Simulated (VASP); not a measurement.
# Lu (Fm-3m) in VASP: notebook

Lu is run at these levels: LDA; tasks: single point.

All numbers are computed with VASP 6.6.1; they aren't measurements. Logs are shortened: lines on timing, memory, paths and dates and some standing lists are left out, and cuts for length are marked.

**1. The cell of the first run**

Symmetry: Fm-3m, No. 225, cubic system. The conventional cell has a = 4.680 Å, b = 4.680 Å, c = 4.680 Å, α = 90.00°, β = 90.00°, γ = 90.00°. Lu (site symmetry m-3m) has 12 Lu at 3.31 Å within 4.4 Å.

This isn't the form of Lu at room conditions, which is hcp.

**2. Single point, LDA**

INCAR reads:

```
PREC = Accurate
ENCUT = 520
EDIFF = 1E-6
ISMEAR = -1
SIGMA = 0.1
LREAL = False
LASPH = True
NELM = 80
ALGO = Normal
ISIF = 2
LWAVE = False
LCHARG = False
GGA = CA
NBANDS = 58
```

KPOINTS reads:

```
Automatic mesh
0
Gamma
  4 4 4
```

POSCAR reads:

```
Lu
1.0
    4.6801145586      0.0000000000      0.0000000000
    0.0000000000      4.6801145586      0.0000000000
    0.0000000000      0.0000000000      4.6801145586
Lu
4
Direct
    0.0000000000      0.0000000000      0.0000000000
    0.0000000000      0.5000000000      0.5000000000
    0.5000000000      0.0000000000      0.5000000000
    0.5000000000      0.5000000000      0.0000000000
```

Potentials or basis: VASP PAW PBE potentials, release 64 (Lu).

Command:

```sh
cat potpaw_PBE.64/Lu/POTCAR > POTCAR
mpirun -np 1 vasp_std > vasp.out
```

OUTCAR:

```text
PREC = Accurate
   ENCUT = 520
   EDIFF = 1E-6
   ISMEAR = -1
   LREAL = False
   LASPH = True
   NELM = 80
   ISIF = 2
   GGA = CA

 ion  position               nearest neighbor table
   1  0.000  0.000  0.000-   2 3.31   3 3.31   4 3.31   2 3.31   3 3.31   2 3.31   4 3.31   2 3.31
                             3 3.31   4 3.31   3 3.31   4 3.31
   2  0.000  0.500  0.500-   1 3.31   3 3.31   4 3.31   1 3.31   4 3.31   1 3.31   3 3.31   1 3.31
                             3 3.31   4 3.31   4 3.31   3 3.31
   3  0.500  0.000  0.500-   1 3.31   2 3.31   4 3.31   1 3.31   4 3.31   2 3.31   4 3.31   4 3.31
                             1 3.31   2 3.31   1 3.31   2 3.31
   4  0.500  0.500  0.000-   1 3.31   2 3.31   3 3.31   2 3.31   3 3.31   1 3.31   3 3.31   3 3.31
                             1 3.31   2 3.31   2 3.31   1 3.31

  LATTYP: Found a simple cubic cell.
 ALAT       =     4.6801145586

  Lattice vectors:

 A1 = (   4.6801145586,   0.0000000000,   0.0000000000)
 A2 = (   0.0000000000,   4.6801145586,   0.0000000000)
 A3 = (   0.0000000000,   0.0000000000,   4.6801145586)

Analysis of symmetry for initial positions (statically):
=====================================================================
 Subroutine PRICEL returns following result:

  LATTYP: Found a face centered cubic cell.
 ALAT       =     4.6801145586

  Lattice vectors:

 A1 = (   2.3400572793,  -2.3400572793,   0.0000000000)
 A2 = (   2.3400572793,   0.0000000000,   2.3400572793)
 A3 = (   0.0000000000,  -2.3400572793,   2.3400572793)

   4 primitive cells build up your supercell.

 Routine SETGRP: Setting up the symmetry group for a
 simple cubic supercell.

 Subroutine GETGRP returns: Found 48 space group operations
 (whereof 48 operations were pure point group operations)
 out of a pool of 48 trial point group operations.

The static configuration has the point symmetry O_h .

Analysis of symmetry for dynamics (positions and initial velocities):
=====================================================================
 Subroutine PRICEL returns following result:

  LATTYP: Found a face centered cubic cell.
 ALAT       =     4.6801145586

  Lattice vectors:

 A1 = (   2.3400572793,  -2.3400572793,   0.0000000000)
 A2 = (   2.3400572793,   0.0000000000,   2.3400572793)
 A3 = (   0.0000000000,  -2.3400572793,   2.3400572793)

   4 primitive cells build up your supercell.

 Routine SETGRP: Setting up the symmetry group for a
 simple cubic supercell.

 Subroutine GETGRP returns: Found 48 space group operations
 (whereof 48 operations were pure point group operations)
 out of a pool of 48 trial point group operations.

The dynamic configuration has the point symmetry O_h .

 Subroutine INISYM returns: Found 48 space group operations
 (whereof 48 operations are pure point group operations),
 and found     4 'primitive' translations

----------------------------------------------------------------------------------------

                                     Primitive cell

  volume of cell :      25.6277

  direct lattice vectors                    reciprocal lattice vectors
     2.340057279 -2.340057279  0.000000000     0.213669983 -0.213669983 -0.213669983
     2.340057279  0.000000000  2.340057279     0.213669983  0.213669983  0.213669983
     0.000000000 -2.340057279  2.340057279    -0.213669983 -0.213669983  0.213669983

  length of vectors
     3.309340741  3.309340741  3.309340741     0.370087267  0.370087267  0.370087267

  position of ions in fractional coordinates (direct lattice)
     0.000000000  0.000000000  0.000000000

  ion indices of the primitive-cell ions
   primitive index   ion index
                 1           1

----------------------------------------------------------------------------------------

 KPOINTS: Automatic mesh

Automatic generation of k-mesh.
 Grid dimensions read from file:
 generate k-points for:    4    4    4

 Generating k-lattice:

  Cartesian coordinates                     Fractional coordinates (reciprocal lattice)
     0.053417496  0.000000000  0.000000000     0.250000000  0.000000000  0.000000000
     0.000000000  0.053417496  0.000000000     0.000000000  0.250000000  0.000000000
     0.000000000  0.000000000  0.053417496     0.000000000  0.000000000  0.250000000

  Length of vectors
     0.053417496  0.053417496  0.053417496

  Shift w.r.t. Gamma in fractional coordinates (k-lattice)
     0.000000000  0.000000000  0.000000000

 Subroutine IBZKPT returns following result:
 ===========================================

 Found     10 irreducible k-points:

 Following reciprocal coordinates:
            Coordinates               Weight
  0.000000  0.000000  0.000000      1.000000
  0.250000  0.000000  0.000000      6.000000
  0.500000  0.000000  0.000000      3.000000
  0.250000  0.250000  0.000000     12.000000
  0.500000  0.250000  0.000000     12.000000
  0.500000  0.500000  0.000000      3.000000
  0.250000  0.250000  0.250000      8.000000
  0.500000  0.250000  0.250000     12.000000
  0.500000  0.500000  0.250000      6.000000
  0.500000  0.500000  0.500000      1.000000
   k-points           NKPTS =     10   k-points in BZ     NKDIM =     10   number of bands    NBANDS=     58
   number of dos      NEDOS =    301   number of ions     NIONS =      4
   total plane-waves  NPLWV =  46656
   dimension x,y,z NGX =    36 NGY =   36 NGZ =   36
   dimension x,y,z NGXF=    72 NGYF=   72 NGZF=   72
   ions per type =               4
   NGX,Y,Z   is equivalent  to a cutoff of  12.79, 12.79, 12.79 a.u.
   NGXF,Y,Z  is equivalent  to a cutoff of  25.58, 25.58, 25.58 a.u.
 SYSTEM =  unknown system
   PREC   = accura    normal or accurate (medium, high low for compatibility)
   ISTART =      0    job   : 0-new  1-cont  2-samecut
   ICHARG =      2    charge: 1-file 2-atom 10-const
   ISPIN  =      1    spin polarized calculation?
   LNONCOLLINEAR =      F non collinear calculations
   LSORBIT =      F    spin-orbit coupling
   LASPH  =      T    aspherical Exc in radial PAW
   ENCUT  =  520.0 eV  38.22 Ry    6.18 a.u.   8.70  8.70  8.70*2*pi/ulx,y,z
   NELM   =     80;   NELMIN=  2; NELMDL= -5     # of ELM steps
   EDIFF  = 0.1E-05   stopping-criterion for ELM
   LREAL  =      F    real-space projection
   EDIFFG = 0.1E-04   stopping-criterion for IOM
   NSW    =      0    number of steps for IOM
   IBRION =     -1    ionic relax: 0-MD 1-quasi-New 2-CG
   NFREE  =      0    steps in history (QN), initial steepest desc. (CG)
   ISIF   =      2    stress and relaxation
   ISYM   =      2    0-nonsym 1-usesym 2-fastsym
   POTIM  = 0.5000    time-step for ionic-motion
   TEBEG  =    0.0;   TEEND  =   0.0 temperature during run
   PSTRESS=    0.0 pullay stress
   NELECT =     100.0000    total number of electrons
   NUPDOWN=      -1.0000    fix difference up-down
   EMIN   =  10.00;   EMAX   =-10.00  energy-range for DOS
   EFERMI =   0.00;   METHOD = LEGACY
   ISMEAR =    -1;   SIGMA  =   0.10  broadening in eV -4-tet -1-fermi 0-gaus
   EFERMI_NEDOS =   21; number of points for ismear=-14 and -15
   IALGO  =     38    algorithm
   IMIX   =      4    mixing-type and parameters
     AMIX     =   0.40;   BMIX     =  1.00
     AMIX_MAG =   1.60;   BMIX_MAG =  1.00
  volume/ion in A,a.u.               =      25.63       172.94
  Fermi-wavevector in a.u.,A,eV,Ry     =   1.623622  3.068201 35.866991  2.636149
  Thomas-Fermi vector in A             =   2.717042
   LORBIT       =      0    0 simple, 1 ext, 2 COOP (PROOUT), +10 PAW based schemes
   GGA     = CA    functional components
   LHFCALC =     F    Hartree Fock is set to
   AEXX    =    0.0000 exact exchange contribution
   IVDW    =     0    specifies the selected vdW correction
   LEPSILON=     F    determine dielectric tensor
   LRPA    =     F    only Hartree local field effects (RPA)
 non-spin polarized calculation
  energy-cutoff  :      520.00
  volume of cell :      102.51
 maximum number of plane-waves:      2800
 NGX is ok and might be reduce to    36
   NGX = 17   NGY = 17   NGZ = 17

 number of electron     100.0000000 magnetization

 number of electron      99.9999971 magnetization

 Free energy of the ion-electron system (eV)
  ---------------------------------------------------
  ext. energy  EPLUGINS =         0.00000000
  ---------------------------------------------------
  free energy    TOTEN  =       -20.78169534 eV

  energy without entropy =      -20.66829072  energy(sigma->0) =      -20.72499303

 E-fermi :   2.4927     XC(G=0): -11.6270

 val. band max:        2.3020683802   @ k =   0.5000   0.2500   0.2500
 cond. band min:       2.6762308384   @ k =   0.5000   0.0000   0.0000
 fundamental gap:      0.3741624583
 Fermi energy:         2.4927106477

 k-point     1 :       0.0000    0.0000    0.0000
  band No.  band energies     occupation
      1     -53.2113      2.00000
      2     -53.1376      2.00000
      3     -53.1376      2.00000
      4     -53.1376      2.00000
      5     -24.4436      2.00000
      6     -24.4436      2.00000
[... 50 lines left out ...]
     57       5.1379      0.00000
     58       7.4614      0.00000

 k-point     2 :       0.2500    0.0000    0.0000
  band No.  band energies     occupation
      1     -53.2005      2.00000
      2     -53.1484      2.00000
      3     -53.1375      2.00000
      4     -53.1375      2.00000
      5     -24.3802      2.00000
      6     -24.3802      2.00000
[... 50 lines left out ...]
     57       5.1331      0.00000
     58       6.4659      0.00000

 k-point     3 :       0.5000    0.0000    0.0000
  band No.  band energies     occupation
      1     -53.1744      2.00000
      2     -53.1744      2.00000
      3     -53.1374      2.00000
      4     -53.1374      2.00000
      5     -24.2242      2.00000
      6     -24.2242      2.00000
[... 50 lines left out ...]
     57       5.5019      0.00000
     58       5.5020      0.00000

 k-point     4 :       0.2500    0.2500    0.0000
  band No.  band energies     occupation
      1     -53.1913      2.00000
      2     -53.1467      2.00000
      3     -53.1467      2.00000
      4     -53.1390      2.00000
      5     -24.3327      2.00000
      6     -24.3327      2.00000
[... 50 lines left out ...]
     57       5.3797      0.00000
     58       6.4239      0.00000

 k-point     5 :       0.5000    0.2500    0.0000
  band No.  band energies     occupation
      1     -53.1690      2.00000
      2     -53.1690      2.00000
      3     -53.1428      2.00000
      4     -53.1428      2.00000
      5     -24.2751      2.00000
      6     -24.2751      2.00000
[... 50 lines left out ...]
     57       6.1251      0.00000
     58       6.1575      0.00000

 k-point     6 :       0.5000    0.5000    0.0000
  band No.  band energies     occupation
      1     -53.1559      2.00000
      2     -53.1559      2.00000
      3     -53.1559      2.00000
      4     -53.1559      2.00000
      5     -24.2785      2.00000
      6     -24.2785      2.00000
[... 50 lines left out ...]
     57       5.7857      0.00000
     58       5.7857      0.00000

 k-point     7 :       0.2500    0.2500    0.2500
  band No.  band energies     occupation
      1     -53.1836      2.00000
      2     -53.1467      2.00000
      3     -53.1467      2.00000
      4     -53.1467      2.00000
      5     -24.3609      2.00000
      6     -24.3609      2.00000
[... 50 lines left out ...]
     57       5.0653      0.00000
     58       6.2093      0.00000

 k-point     8 :       0.5000    0.2500    0.2500
  band No.  band energies     occupation
      1     -53.1651      2.00000
      2     -53.1651      2.00000
      3     -53.1466      2.00000
      4     -53.1466      2.00000
      5     -24.3872      2.00000
      6     -24.3872      2.00000
[... 50 lines left out ...]
     57       5.2609      0.00000
     58       5.2768      0.00000

 k-point     9 :       0.5000    0.5000    0.2500
  band No.  band energies     occupation
      1     -53.1558      2.00000
      2     -53.1558      2.00000
      3     -53.1558      2.00000
      4     -53.1558      2.00000
      5     -24.4110      2.00000
      6     -24.4110      2.00000
[... 50 lines left out ...]
     57       4.9428      0.00000
     58       4.9428      0.00000

 k-point    10 :       0.5000    0.5000    0.5000
  band No.  band energies     occupation
      1     -53.1558      2.00000
      2     -53.1558      2.00000
      3     -53.1558      2.00000
      4     -53.1558      2.00000
      5     -24.4934      2.00000
      6     -24.4934      2.00000
[... 50 lines left out ...]
     57       4.4922      0.00000
     58       4.4922      0.00000

------------------------ aborting loop because EDIFF is reached ----------------------------------------

  FORCE on cell =-STRESS in cart. coord.  units (eV):
  Direction    XX          YY          ZZ          XY          YZ          ZX
  --------------------------------------------------------------------------------------
  -------------------------------------------------------------------------------------
  Total        0.1386500      0.1386500      0.1386500      0.0000000      0.0000000     -0.0000000
  in kB        2.1670103      2.1670103      2.1670103      0.0000000      0.0000000     -0.0000000
  external PRESSURE =       2.1670103 kB  Pullay stress =       0.0000000 kB

 VOLUME and BASIS-vectors are now :
 -----------------------------------------------------------------------------
  energy-cutoff  :      520.00
  volume of cell :      102.51
      direct lattice vectors                 reciprocal lattice vectors
     4.680114559  0.000000000  0.000000000     0.213669983  0.000000000  0.000000000
     0.000000000  4.680114559  0.000000000     0.000000000  0.213669983  0.000000000
     0.000000000  0.000000000  4.680114559     0.000000000  0.000000000  0.213669983

 POSITION                                       TOTAL-FORCE (eV/Angst)
 -----------------------------------------------------------------------------------
      0.00000      0.00000      0.00000         0.000000     -0.000000      0.000000
      0.00000      2.34006      2.34006        -0.000000      0.000000     -0.000000
      2.34006      0.00000      2.34006        -0.000000     -0.000000     -0.000000
      2.34006      2.34006      0.00000        -0.000000      0.000000     -0.000000
 -----------------------------------------------------------------------------------
    total drift:                                0.000000      0.000000      0.000000

  FREE ENERGIE OF THE ION-ELECTRON SYSTEM (eV)
  ---------------------------------------------------
  free  energy   TOTEN  =       -20.7816953425 eV

  energy  without entropy=      -20.6682907192  energy(sigma->0) =      -20.72499303
```

Wall time 26 s (1 thread of Intel Xeon 6975P-C (Granite Rapids), shared host); peak memory 0.19 GiB.

What came out:

```
Free energy            : -20.7817 eV
Pressure               : 0.2 GPa
Band gap on the k mesh : zero (bands 50 and 51 overlap by 2.04 eV)
```

Levels at points of the mesh, in eV from the Fermi level:
```
           k point  band 48  band 49  band 50  band 51  band 52  band 53
(0.00, 0.00, 0.00)    -2.39    -1.18    -1.18    -1.18     2.24     2.24
(0.50, 0.00, 0.00)    -0.98     0.18     0.18     0.34     0.34     0.34
(0.50, 0.50, 0.00)    -2.27     0.41     0.41     0.41     0.41     0.74
(0.50, 0.50, 0.50)    -2.83     0.86     0.86     0.86     0.86     2.00
```

Caveat: the PAW data sets were made with another functional, which shifts forces and pressure a little; spin-orbit coupling is left out, which moves the levels of the heavy elements.

**3. Single point, LDA**

This run uses another cell than the first one, of 25.57 Å³/atom.

INCAR reads:

```
SYSTEM = Lu
PREC     = Accurate       ! precision mode
ENCUT    = 520            ! plane-wave cutoff, eV
EDIFF    = 1E-7           ! SCF threshold, eV
ISMEAR   = -1             ! smearing method
SIGMA    = 0.1            ! smearing width, eV
LREAL    = .FALSE.        ! projectors in reciprocal space
LASPH    = .TRUE.         ! aspherical terms in the spheres
NELM     = 80             ! most SCF steps
ALGO     = Normal         ! electronic algorithm
ISIF     = 2              ! what is computed and relaxed
LWAVE    = .FALSE.        ! write WAVECAR
LCHARG   = .FALSE.        ! write CHGCAR
GGA      = CA             ! functional
NBANDS   = 58             ! bands
```

KPOINTS reads:

```
regular mesh
0
G
  5 5 5
  0 0 0
```

POSCAR reads:

```
Lu
1.0
    4.6765969732      0.0000000000      0.0000000000
    0.0000000000      4.6765969732      0.0000000000
    0.0000000000      0.0000000000      4.6765969732
Lu
4
Direct
    0.0000000000      0.0000000000      0.0000000000
    0.0000000000      0.5000000000      0.5000000000
    0.5000000000      0.0000000000      0.5000000000
    0.5000000000      0.5000000000      0.0000000000
```

Potentials or basis: VASP PAW PBE potentials, release 64 (Lu).

Command:

```sh
cat potpaw_PBE.64/Lu/POTCAR > POTCAR
mpirun -np 1 vasp_std > vasp.out
```

It took 32 s on 1 thread of Intel Xeon 6975P-C (Granite Rapids), shared host; peak memory 0.19 GiB.

The run converged. Its results:

```
Free energy            : -20.7487 eV
Pressure               : 0.2 GPa
Band gap on the k mesh : zero (bands 50 and 51 overlap by 1.70 eV)
```

Levels at points of the mesh, in eV from the Fermi level:
| k point | band 48 | band 49 | band 50 | band 51 | band 52 | band 53 | band 54 | band 55 |
| --- | --- | --- | --- | --- | --- | --- | --- | --- |
| (0.00, 0.00, 0.00) | -2.41 | -1.18 | -1.18 | -1.18 | 2.26 | 2.26 | 2.26 | 2.66 |

Caveat: the PAW data sets were made with another functional, which shifts forces and pressure a little; spin-orbit coupling is left out, which moves the levels of the heavy elements.
